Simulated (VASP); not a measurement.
Input of a VASP 6.6.1 run:

INCAR

```
  PREC = Accurate
  ENCUT = 600
  EDIFF = 1E-6
  ISMEAR = 0
  SIGMA = 0.1
  LREAL = F
  LASPH = T
  NELM = 60
  ALGO = Normal
  ISIF = 3
  LWAVE = F
  LCHARG = F
  GGA = PE
  IBRION = 2
  NSW = 90
  EDIFFG = -0.04
```

The input KPOINTS:

```
Automatic mesh
0
Gamma
  6 6 6
```

POSCAR

```
Zr2PdC2
1.0
   -1.8404468159      1.8404468159      4.5218078446
    1.8404468159     -1.8404468159      4.5218078446
    1.8404468159      1.8404468159     -4.5218078446
Zr Pd C
2 1 2
Direct
    0.7500000000      0.2500000000      0.5000000000
    0.2500000000      0.7500000000      0.5000000000
    0.0000000000      0.0000000000      0.0000000000
    0.3880000000      0.3880000000      0.0000000000
    0.6120000000      0.6120000000      0.0000000000
```

Potentials or basis: VASP PAW PBE potentials, release 64 (Zr_sv, Pd, C).

The run is started by

```bash
$ cat potpaw_PBE.64/Zr_sv/POTCAR potpaw_PBE.64/Pd/POTCAR potpaw_PBE.64/C/POTCAR > POTCAR
$ mpirun -np 1 vasp_std > vasp.out
```

(1) Predict the space group after relaxing (to 0.1 Å).

(2) Predict the band gap on the k mesh.

(3) Predict the relaxed cell.

(4) What does it give for the relaxed volume?

Answers

(1) I4/mmm (No. 139).

(2) zero (bands 21 and 22 overlap by 0.98 eV).

(3) a = 4.809 Å, b = 4.809 Å, c = 4.809 Å, α = 125.49°, β = 125.49°, γ = 80.73°.

(4) 14.22 Å³/atom.

Caveat: the volume moved by over 15 % at a fixed basis, so the end points are rough.
